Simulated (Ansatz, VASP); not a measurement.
One calculation of Sb2P3H, two programs

```
Sb H P
1.0
     4.84835    0.00000    0.00000
    -2.42418    4.19879    0.00000
     0.00000    0.00000    7.23785
Sb H P
2 1 3
Cartesian
  0.0000 2.7992 0.0000
  2.4242 1.3996 0.0000
  0.0000 0.0000 3.6189
  2.4242 0.0000 3.6189
  -1.2121 2.0994 3.6189
  1.2121 2.0994 3.6189
```

Alike in both runs: task single point; functional PBE; k mesh 6 × 6 × 4; occupations gaussian, width 0.1 eV; no spin polarisation.

|  | VASP | Ansatz |
| --- | --- | --- |
| version | VASP 6.6.1 | Ansatz 0.2.0 |
| potentials or method | VASP PAW PBE potentials, release 64 (Sb, H, P), cutoff 520 eV | scalar-relativistic, plane waves, PAW |
| valence electrons in the cell | 26 | 46 |

|  | VASP | Ansatz | Ansatz less VASP |
| --- | --- | --- | --- |
| gap on the k mesh at the Fermi level (eV) | none | none | - |
| pressure (GPa) | -0.4 | -0.4 | +0.03 |
| traceless stress, the component that is largest in VASP (GPa) | -0.32 | -0.32 | +0.005 |

A gap of «none» marks a metal or a gap that the smearing closes. With one functional, cell and mesh, what is left measures potentials, basis and numerics. VASP's potentials hold 26 valence electrons a cell and Ansatz's 46, so a difference there can come from the potentials and not from the codes.

Spin-orbit coupling is off throughout.
